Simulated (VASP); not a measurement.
# KBeCl3 (P4/mbm) in VASP: single point with PBE

Aim: the single point of KBeCl3 with PBE.

All numbers are computed with VASP 6.6.1; they aren't measurements. Logs are shortened: lines on timing, memory, paths and dates and some standing lists are left out, and cuts for length are marked.

### Step 1. The cell of the first run

It takes space group P4/mbm (No. 127, tetragonal). The conventional cell has a = 6.697 Å, b = 6.697 Å, c = 4.736 Å, α = 90.00°, β = 90.00°, γ = 90.00°. K (site symmetry mmm) has 12 Cl at 3.17 to 3.54 Å and 8 Be at 4.10 Å within 4.2 Å. Be (site symmetry 4/m) has 6 Cl at 2.37 to 2.38 Å within 3.1 Å. Cl (site symmetry m2m) has 2 Be at 2.38 Å and 2 K at 3.17 Å within 3.2 Å. Within 3.1 Å of Cl (site symmetry 4/m) lie 2 Be at 2.37 Å.

### Step 2. Single point, PBE

The input, INCAR:

```
ALGO = Normal
EDIFF = 1E-6
ENCUT = 520
GGA = PE
ISIF = 2
ISMEAR = 0
LASPH = True
LCHARG = False
LREAL = False
LWAVE = False
NBANDS = 43
NELM = 60
PREC = Accurate
SIGMA = 0.1
```

The input, KPOINTS:

```
k-points
0
Gamma
  4 4 4
```

The input, POSCAR:

```
KBeCl3
1.0
    6.6974495400      0.0000000000      0.0000000000
    0.0000000000      6.6974495400      0.0000000000
    0.0000000000      0.0000000000      4.7358119900
K Be Cl
2 2 6
Direct
    0.0000000000      0.5000000000      0.5000000000
    0.5000000000      0.0000000000      0.5000000000
    0.5000000000      0.5000000000      0.0000000000
    0.0000000000      0.0000000000      0.0000000000
    0.7771442000      0.2771442000      0.0000000000
    0.7228558000      0.7771442000      0.0000000000
    0.5000000000      0.5000000000      0.5000000000
    0.2228558000      0.7228558000      0.0000000000
    0.2771442000      0.2228558000      0.0000000000
    0.0000000000      0.0000000000      0.5000000000
```

Potentials or basis: VASP PAW PBE potentials, release 64 (K_sv, Be, Cl).

Launch:

```sh
$ cat potpaw_PBE.64/K_sv/POTCAR potpaw_PBE.64/Be/POTCAR potpaw_PBE.64/Cl/POTCAR > POTCAR
$ mpirun -np 1 vasp_std > vasp.out
```

OUTCAR:

```text
EDIFF = 1E-6
   ENCUT = 520
   GGA = PE
   ISIF = 2
   ISMEAR = 0
   LASPH = True
   LREAL = False
   NELM = 60
   PREC = Accurate

 ion  position               nearest neighbor table
   1  0.000  0.500  0.500-   5 3.17   8 3.17   5 3.17   8 3.17
   2  0.500  0.000  0.500-   6 3.17   9 3.17   6 3.17   9 3.17
   3  0.500  0.500  0.000-   7 2.37   7 2.37   5 2.38   8 2.38   9 2.38   6 2.38
   4  0.000  0.000  0.000-  10 2.37  10 2.37   8 2.38   9 2.38   5 2.38   6 2.38
   5  0.777  0.277  0.000-   3 2.38   4 2.38   1 3.17   1 3.17
   6  0.723  0.777  0.000-   3 2.38   4 2.38   2 3.17   2 3.17
   7  0.500  0.500  0.500-   3 2.37   3 2.37
   8  0.223  0.723  0.000-   3 2.38   4 2.38   1 3.17   1 3.17
   9  0.277  0.223  0.000-   3 2.38   4 2.38   2 3.17   2 3.17
  10  0.000  0.000  0.500-   4 2.37   4 2.37

  LATTYP: Found a simple tetragonal cell.
 ALAT       =     6.6974495400
 C/A-ratio  =     0.7071067817

  Lattice vectors:

 A1 = (   6.6974495400,   0.0000000000,   0.0000000000)
 A2 = (   0.0000000000,   6.6974495400,   0.0000000000)
 A3 = (   0.0000000000,   0.0000000000,   4.7358119900)

Analysis of symmetry for initial positions (statically):
=====================================================================
 Subroutine PRICEL returns:
 Original cell was already a primitive cell.

 Routine SETGRP: Setting up the symmetry group for a
 simple tetragonal supercell.

 Subroutine GETGRP returns: Found 16 space group operations
 (whereof  8 operations were pure point group operations)
 out of a pool of 16 trial point group operations.

The static configuration has the point symmetry C_4h.
 The point group associated with its full space group is D_4h.

Analysis of symmetry for dynamics (positions and initial velocities):
=====================================================================
 Subroutine PRICEL returns:
 Original cell was already a primitive cell.

 Routine SETGRP: Setting up the symmetry group for a
 simple tetragonal supercell.

 Subroutine GETGRP returns: Found 16 space group operations
 (whereof  8 operations were pure point group operations)
 out of a pool of 16 trial point group operations.

The dynamic configuration has the point symmetry C_4h.
 The point group associated with its full space group is D_4h.

 Subroutine INISYM returns: Found 16 space group operations
 (whereof  8 operations are pure point group operations),
 and found     1 'primitive' translations

----------------------------------------------------------------------------------------

                                     Primitive cell

  volume of cell :     212.4288

  direct lattice vectors                    reciprocal lattice vectors
     6.697449540  0.000000000  0.000000000     0.149310569  0.000000000  0.000000000
     0.000000000  6.697449540  0.000000000     0.000000000  0.149310569  0.000000000
     0.000000000  0.000000000  4.735811990     0.000000000  0.000000000  0.211157031

  length of vectors
     6.697449540  6.697449540  4.735811990     0.149310569  0.149310569  0.211157031

  position of ions in fractional coordinates (direct lattice)
     0.000000000  0.500000000  0.500000000
     0.500000000  0.000000000  0.500000000
     0.500000000  0.500000000  0.000000000
     0.000000000  0.000000000  0.000000000
     0.777144200  0.277144200  0.000000000
     0.722855800  0.777144200  0.000000000
     0.500000000  0.500000000  0.500000000
     0.222855800  0.722855800  0.000000000
     0.277144200  0.222855800  0.000000000
     0.000000000  0.000000000  0.500000000

  ion indices of the primitive-cell ions
   primitive index   ion index
                 1           1
                 2           2
                 3           3
                 4           4
                 5           5
                 6           6
                 7           7
                 8           8
                 9           9
                10          10

----------------------------------------------------------------------------------------

 KPOINTS: k-points

Automatic generation of k-mesh.
 Grid dimensions read from file:
 generate k-points for:    4    4    4

 Generating k-lattice:

  Cartesian coordinates                     Fractional coordinates (reciprocal lattice)
     0.037327642  0.000000000  0.000000000     0.250000000  0.000000000  0.000000000
     0.000000000  0.037327642  0.000000000     0.000000000  0.250000000  0.000000000
     0.000000000  0.000000000  0.052789258     0.000000000  0.000000000  0.250000000

  Length of vectors
     0.037327642  0.037327642  0.052789258

  Shift w.r.t. Gamma in fractional coordinates (k-lattice)
     0.000000000  0.000000000  0.000000000

 Subroutine IBZKPT returns following result:
 ===========================================

 Found     18 irreducible k-points:

 Following reciprocal coordinates:
            Coordinates               Weight
  0.000000  0.000000  0.000000      1.000000
  0.250000  0.000000  0.000000      4.000000
  0.500000  0.000000  0.000000      2.000000
  0.250000  0.250000  0.000000      4.000000
  0.500000  0.250000  0.000000      4.000000
  0.500000  0.500000  0.000000      1.000000
[... 10 lines left out ...]
  0.500000  0.250000  0.500000      4.000000
  0.500000  0.500000  0.500000      1.000000
   k-points           NKPTS =     18   k-points in BZ     NKDIM =     18   number of bands    NBANDS=     43
   number of dos      NEDOS =    301   number of ions     NIONS =     10
   total plane-waves  NPLWV =  90000
   dimension x,y,z NGX =    50 NGY =   50 NGZ =   36
   dimension x,y,z NGXF=   100 NGYF=  100 NGZF=   72
   ions per type =               2   2   6
   NGX,Y,Z   is equivalent  to a cutoff of  12.41, 12.41, 12.64 a.u.
   NGXF,Y,Z  is equivalent  to a cutoff of  24.82, 24.82, 25.27 a.u.
 SYSTEM =  unknown system
   PREC   = accura    normal or accurate (medium, high low for compatibility)
   ISTART =      0    job   : 0-new  1-cont  2-samecut
   ICHARG =      2    charge: 1-file 2-atom 10-const
   ISPIN  =      1    spin polarized calculation?
   LNONCOLLINEAR =      F non collinear calculations
   LSORBIT =      F    spin-orbit coupling
   LASPH  =      T    aspherical Exc in radial PAW
   ENCUT  =  520.0 eV  38.22 Ry    6.18 a.u.  12.45 12.45  8.81*2*pi/ulx,y,z
   NELM   =     60;   NELMIN=  2; NELMDL= -5     # of ELM steps
   EDIFF  = 0.1E-05   stopping-criterion for ELM
   LREAL  =      F    real-space projection
   EDIFFG = 0.1E-04   stopping-criterion for IOM
   NSW    =      0    number of steps for IOM
   IBRION =     -1    ionic relax: 0-MD 1-quasi-New 2-CG
   NFREE  =      0    steps in history (QN), initial steepest desc. (CG)
   ISIF   =      2    stress and relaxation
   ISYM   =      2    0-nonsym 1-usesym 2-fastsym
   POTIM  = 0.5000    time-step for ionic-motion
   TEBEG  =    0.0;   TEEND  =   0.0 temperature during run
   PSTRESS=    0.0 pullay stress
   NELECT =      64.0000    total number of electrons
   NUPDOWN=      -1.0000    fix difference up-down
   EMIN   =  10.00;   EMAX   =-10.00  energy-range for DOS
   EFERMI =   0.00;   METHOD = LEGACY
   ISMEAR =     0;   SIGMA  =   0.10  broadening in eV -4-tet -1-fermi 0-gaus
   EFERMI_NEDOS =   21; number of points for ismear=-14 and -15
   IALGO  =     38    algorithm
   IMIX   =      4    mixing-type and parameters
     AMIX     =   0.40;   BMIX     =  1.00
     AMIX_MAG =   1.60;   BMIX_MAG =  1.00
  volume/ion in A,a.u.               =      21.24       143.35
  Fermi-wavevector in a.u.,A,eV,Ry     =   1.097481  2.073938 16.387737  1.204465
  Thomas-Fermi vector in A             =   2.233842
   LORBIT       =      0    0 simple, 1 ext, 2 COOP (PROOUT), +10 PAW based schemes
   GGA     = PE    functional components
   LHFCALC =     F    Hartree Fock is set to
   AEXX    =    0.0000 exact exchange contribution
   IVDW    =     0    specifies the selected vdW correction
   LEPSILON=     F    determine dielectric tensor
   LRPA    =     F    only Hartree local field effects (RPA)
 non-spin polarized calculation
 Gauss-broadening in eV      SIGMA  =   0.10
  energy-cutoff  :      520.00
  volume of cell :      212.43
 maximum number of plane-waves:      5761
 NGX is ok and might be reduce to    50
   NGX = 25   NGY = 25   NGZ = 17

 number of electron      63.9999990 magnetization

 Free energy of the ion-electron system (eV)
  ---------------------------------------------------
  ext. energy  EPLUGINS =         0.00000000
  ---------------------------------------------------
  free energy    TOTEN  =       -34.10721684 eV

  energy without entropy =      -34.10721684  energy(sigma->0) =      -34.10721684

 E-fermi :   1.3410     XC(G=0):  -8.8346

 val. band max:        0.8779487940   @ k =   0.0000   0.0000   0.5000
 cond. band min:       3.4118396966   @ k =   0.0000   0.0000   0.0000
 fundamental gap:      2.5338909026
 Fermi energy:         1.3409786011

 k-point     1 :       0.0000    0.0000    0.0000
  band No.  band energies     occupation
      1     -26.8080      2.00000
      2     -26.8046      2.00000
      3     -13.4202      2.00000
      4     -12.6427      2.00000
      5     -12.6427      2.00000
      6     -12.6286      2.00000
[... 35 lines left out ...]
     42       8.7385      0.00000
     43       9.7209      0.00000

 k-point     2 :       0.2500    0.0000    0.0000
  band No.  band energies     occupation
      1     -26.8075      2.00000
      2     -26.8051      2.00000
      3     -13.3592      2.00000
      4     -12.9249      2.00000
      5     -12.5779      2.00000
      6     -12.3939      2.00000
[... 728 lines left out ...]
 k-point    18 :       0.5000    0.5000    0.5000
  band No.  band energies     occupation
      1     -26.8044      2.00000
      2     -26.8044      2.00000
      3     -12.6615      2.00000
      4     -12.6615      2.00000
      5     -12.6551      2.00000
      6     -12.6551      2.00000
[... 35 lines left out ...]
     42      10.1093      0.00000
     43      10.2027      0.00000

------------------------ aborting loop because EDIFF is reached ----------------------------------------

  FORCE on cell =-STRESS in cart. coord.  units (eV):
  Direction    XX          YY          ZZ          XY          YZ          ZX
  --------------------------------------------------------------------------------------
  -------------------------------------------------------------------------------------
  Total       -2.1120562     -2.1120562     -1.2014233      0.0000000      0.0000000      0.0000000
  in kB      -15.9295200    -15.9295200     -9.0613578      0.0000000      0.0000000      0.0000000
  external PRESSURE =     -13.6401326 kB  Pullay stress =       0.0000000 kB

 VOLUME and BASIS-vectors are now :
 -----------------------------------------------------------------------------
  energy-cutoff  :      520.00
  volume of cell :      212.43
      direct lattice vectors                 reciprocal lattice vectors
     6.697449540  0.000000000  0.000000000     0.149310569  0.000000000  0.000000000
     0.000000000  6.697449540  0.000000000     0.000000000  0.149310569  0.000000000
     0.000000000  0.000000000  4.735811990     0.000000000  0.000000000  0.211157031

 POSITION                                       TOTAL-FORCE (eV/Angst)
 -----------------------------------------------------------------------------------
      0.00000      3.34872      2.36791         0.000000      0.000000     -0.000000
      3.34872      0.00000      2.36791         0.000000      0.000000     -0.000000
      3.34872      3.34872      0.00000         0.000000      0.000000     -0.000000
      0.00000      0.00000      0.00000         0.000000      0.000000     -0.000000
      5.20488      1.85616      0.00000        -0.059293     -0.059293     -0.000000
      4.84129      5.20488      0.00000         0.059293     -0.059293      0.000000
      3.34872      3.34872      2.36791         0.000000      0.000000     -0.000000
      1.49257      4.84129      0.00000         0.059293      0.059293     -0.000000
      1.85616      1.49257      0.00000        -0.059293      0.059293     -0.000000
      0.00000      0.00000      2.36791         0.000000      0.000000     -0.000000
 -----------------------------------------------------------------------------------
    total drift:                                0.000000     -0.000000      0.000000

  FREE ENERGIE OF THE ION-ELECTRON SYSTEM (eV)
  ---------------------------------------------------
  free  energy   TOTEN  =       -34.1072168359 eV

  energy  without entropy=      -34.1072168359  energy(sigma->0) =      -34.10721684
```

Run time: 70 s. Hardware: 1 thread of AMD EPYC 9R45 (Zen 5), shared host; peak memory 0.32 GiB.

What came out:

- Free energy: -34.1072 eV
- Pressure: -1.4 GPa
- Largest force: 0.084 eV/Å
- Band gap on the k mesh: 2.53 eV (least direct gap 2.82 eV)

Forces on the atoms (eV/Å):
```
K    0.000  0.000  0.000
K    0.000  0.000  0.000
Be   0.000  0.000  0.000
Be   0.000  0.000  0.000
Cl  -0.059 -0.059  0.000
Cl   0.059 -0.059  0.000
Cl   0.000  0.000  0.000
Cl   0.059  0.059  0.000
Cl  -0.059  0.059  0.000
Cl   0.000  0.000  0.000
```

Stress tensor (GPa, compression positive):
```
-1.59  0.00  0.00
 0.00 -1.59  0.00
 0.00  0.00 -0.91
```

Levels at points of the mesh, in eV from the valence-band top:
```tsv
k point	band 30	band 31	band 32	band 33	band 34	band 35
(0.00, 0.00, 0.00)	-0.51	-0.51	-0.29	2.53	5.80	5.80
(0.50, 0.00, 0.00)	-0.88	-0.47	-0.47	3.86	3.86	7.42
(0.50, 0.50, 0.00)	-0.79	-0.75	-0.75	4.89	4.89	6.19
(0.00, 0.00, 0.50)	-0.10	0.00	0.00	5.10	5.10	5.12
(0.50, 0.00, 0.50)	-0.50	-0.36	-0.36	5.25	5.25	5.77
(0.50, 0.50, 0.50)	-0.93	-0.04	-0.04	5.75	5.75	5.77
```

A k mesh can miss the band edges.
